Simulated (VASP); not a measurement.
# CdTe (F-43m) in VASP: a series of runs, part 3 of 3

VASP 6.6.1.

## 7. Relaxation of the atoms, PBE

Input file INCAR:

```
PREC     = Accurate       # precision mode
ENCUT    = 520            # plane-wave cutoff, eV
EDIFF    = 1E-6           # SCF threshold, eV
ISMEAR   = -1             # smearing method
SIGMA    = 0.03           # smearing width, eV
LREAL    = F              # projectors in reciprocal space
LASPH    = T              # aspherical terms in the spheres
NELM     = 80             # most SCF steps
ALGO     = Normal         # electronic algorithm
ISIF     = 2              # what is computed and relaxed
LWAVE    = F              # write WAVECAR
LCHARG   = F              # write CHGCAR
GGA      = PE             # functional
IBRION   = 2              # ionic algorithm
NSW      = 50             # ionic steps
EDIFFG   = -0.01          # ionic threshold
```

Input file KPOINTS:

```
regular mesh
0
Gamma
  8 8 8
```

Input file POSCAR:

```
CdTe
1.0
    0.0000000000      3.2821135562      3.2821135562
    3.2821135562      0.0000000000      3.2821135562
    3.2821135562      3.2821135562      0.0000000000
Cd Te
1 1
Direct
    0.0000000000      0.0000000000      0.0000000000
    0.7500000000      0.7500000000      0.7500000000
```

Potentials or basis: VASP PAW PBE potentials, release 64 (Cd, Te).

On the command line:

```console
$ cat potpaw_PBE.64/Cd/POTCAR potpaw_PBE.64/Te/POTCAR > POTCAR
$ mpirun -np 1 vasp_std > vasp.out
```

OUTCAR:

```text
PREC = Accurate
   ENCUT = 520
   EDIFF = 1E-6
   ISMEAR = -1
   LREAL = F
   LASPH = T
   NELM = 80
   ISIF = 2
   GGA = PE
   IBRION = 2
   NSW = 50
   EDIFFG = -0.01

 ion  position               nearest neighbor table
   1  0.000  0.000  0.000-   2 2.84   2 2.84   2 2.84   2 2.84
   2  0.750  0.750  0.750-   1 2.84   1 2.84   1 2.84   1 2.84

  LATTYP: Found a face centered cubic cell.
 ALAT       =     6.5642271124

  Lattice vectors:

 A1 = (   0.0000000000,   3.2821135562,   3.2821135562)
 A2 = (   3.2821135562,   0.0000000000,   3.2821135562)
 A3 = (   3.2821135562,   3.2821135562,   0.0000000000)

Analysis of symmetry for initial positions (statically):
=====================================================================
 Subroutine PRICEL returns:
 Original cell was already a primitive cell.

 Routine SETGRP: Setting up the symmetry group for a
 face centered cubic supercell.

 Subroutine GETGRP returns: Found 24 space group operations
 (whereof 24 operations were pure point group operations)
 out of a pool of 48 trial point group operations.

The static configuration has the point symmetry T_d .

Analysis of symmetry for dynamics (positions and initial velocities):
=====================================================================
 Subroutine PRICEL returns:
 Original cell was already a primitive cell.

 Routine SETGRP: Setting up the symmetry group for a
 face centered cubic supercell.

 Subroutine GETGRP returns: Found 24 space group operations
 (whereof 24 operations were pure point group operations)
 out of a pool of 48 trial point group operations.

The dynamic configuration has the point symmetry T_d .

 Subroutine INISYM returns: Found 24 space group operations
 (whereof 24 operations are pure point group operations),
 and found     1 'primitive' translations

----------------------------------------------------------------------------------------

                                     Primitive cell

[... 114 lines left out ...]
   LORBIT       =      0    0 simple, 1 ext, 2 COOP (PROOUT), +10 PAW based schemes
   GGA     = PE    functional components
   LHFCALC =     F    Hartree Fock is set to
   AEXX    =    0.0000 exact exchange contribution
   IVDW    =     0    specifies the selected vdW correction
   LEPSILON=     F    determine dielectric tensor
   LRPA    =     F    only Hartree local field effects (RPA)
 conjugate gradient relaxation of ions
 non-spin polarized calculation
  energy-cutoff  :      520.00
  volume of cell :       70.71
 maximum number of plane-waves:      1924
   NGX = 17   NGY = 17   NGZ = 17

 number of electron      18.0000006 magnetization

 Free energy of the ion-electron system (eV)
  ---------------------------------------------------
  ext. energy  EPLUGINS =         0.00000000
  ---------------------------------------------------
  free energy    TOTEN  =        -4.80589579 eV

  energy without entropy =       -4.80589570  energy(sigma->0) =       -4.80589575

 E-fermi :   2.3522     XC(G=0):  -8.4160

 val. band max:        2.0065482109   @ k =   0.0000   0.0000   0.0000
 cond. band min:       2.6622921815   @ k =   0.0000   0.0000   0.0000
 fundamental gap:      0.6557439706
 Fermi energy:         2.3521884270

 k-point     1 :       0.0000    0.0000    0.0000
  band No.  band energies     occupation
      1      -8.9550      2.00000
      2      -6.1547      2.00000
      3      -6.1547      2.00000
      4      -6.1547      2.00000
      5      -5.9215      2.00000
      6      -5.9215      2.00000
      7       2.0065      1.99998
      8       2.0065      1.99998
      9       2.0065      1.99998
     10       2.6623      0.00006
     11       6.6333      0.00000
     12       6.6333      0.00000
     13       6.6333      0.00000
[... 354 lines left out ...]
  band No.  band energies     occupation
      1      -8.5393      2.00000
      2      -6.0752      2.00000
      3      -6.0645      2.00000
      4      -5.9347      2.00000
      5      -5.9162      2.00000
      6      -5.5132      2.00000
      7      -2.0349      2.00000
      8       0.0698      2.00000
      9       0.8305      2.00000
     10       5.1577      0.00000
     11       6.6448      0.00000
     12       7.9287      0.00000
     13       9.0930      0.00000

 [... further k-points ...]
[... 5 lines left out ...]
  --------------------------------------------------------------------------------------
  -------------------------------------------------------------------------------------
  Total        0.4571927      0.4571927      0.4571927     -0.0000000      0.0000000      0.0000000
  in kB       10.3590288     10.3590288     10.3590288     -0.0000000      0.0000000      0.0000000
  external PRESSURE =      10.3590288 kB  Pullay stress =       0.0000000 kB

 VOLUME and BASIS-vectors are now :
 -----------------------------------------------------------------------------
  energy-cutoff  :      520.00
  volume of cell :       70.71
      direct lattice vectors                 reciprocal lattice vectors
     0.000000000  3.282113556  3.282113556    -0.152340859  0.152340859  0.152340859
     3.282113556  0.000000000  3.282113556     0.152340859 -0.152340859  0.152340859
     3.282113556  3.282113556  0.000000000     0.152340859  0.152340859 -0.152340859

 POSITION                                       TOTAL-FORCE (eV/Angst)
 -----------------------------------------------------------------------------------
      0.00000      0.00000      0.00000        -0.000000     -0.000000     -0.000000
      4.92317      4.92317      4.92317         0.000000      0.000000      0.000000
 -----------------------------------------------------------------------------------
    total drift:                                0.000000      0.000000      0.000000

  FREE ENERGIE OF THE ION-ELECTRON SYSTEM (eV)
  ---------------------------------------------------
  free  energy   TOTEN  =        -4.8058957935 eV

  energy  without entropy=       -4.8058957015  energy(sigma->0) =       -4.80589575

 reached required accuracy - stopping structural energy minimisation
```

Wall time 12 s (1 thread of Intel Xeon 6975P-C (Granite Rapids), shared host); peak memory 0.21 GiB.

Results:

```yaml
Free_energy: -4.8059 eV
Pressure_after_relaxing: 1.0 GPa
Band_gap_on_the_k_mesh: 0.66 eV, direct
```

Final structure:
```
CELL_PARAMETERS angstrom
0.00000 3.28211 3.28211
3.28211 0.00000 3.28211
3.28211 3.28211 0.00000
ATOMIC_POSITIONS crystal
Cd 0.00000 0.00000 0.00000
Te 0.75000 0.75000 0.75000
```

Caveat: the relaxation stopped at its first step, so nothing moved; spin-orbit coupling is left out, which moves the levels of the heavy elements. Expect the measured gap to be larger: semilocal functionals such as PBE lack the derivative discontinuity.

## 8. Overview

```tsv
task	cell	gap on the mesh (eV)	pressure (GPa)
single point	a = 4.642 Å, angles 60.0°, 2 atoms	0.66	1.0
relaxation of the atoms	atoms relaxed from a = 4.121 Å, angles 60.0°, 2 atoms	1.69	33.7
relaxation of the atoms	atoms relaxed from a = 4.309 Å, angles 60.0°, 2 atoms	1.35	16.0
relaxation of the atoms	atoms relaxed from a = 4.481 Å, angles 60.0°, 2 atoms	0.98	6.4
relaxation of the atoms	atoms relaxed from a = 4.642 Å, angles 60.0°, 2 atoms	0.66	1.0
```

Alike in all rows: level PBE; potentials or basis VASP PAW PBE potentials, release 64 (Cd, Te); no spin polarisation; k mesh 8 × 8 × 8; cutoff (eV) 520; smearing fermi-dirac 0.03 eV.

Caveats: spin-orbit coupling is left out, which moves the levels of the heavy elements; the relaxation stopped at its first step, so nothing moved (some runs).

Total energies depend on the potentials used, so only differences within one code and one set of settings carry meaning.
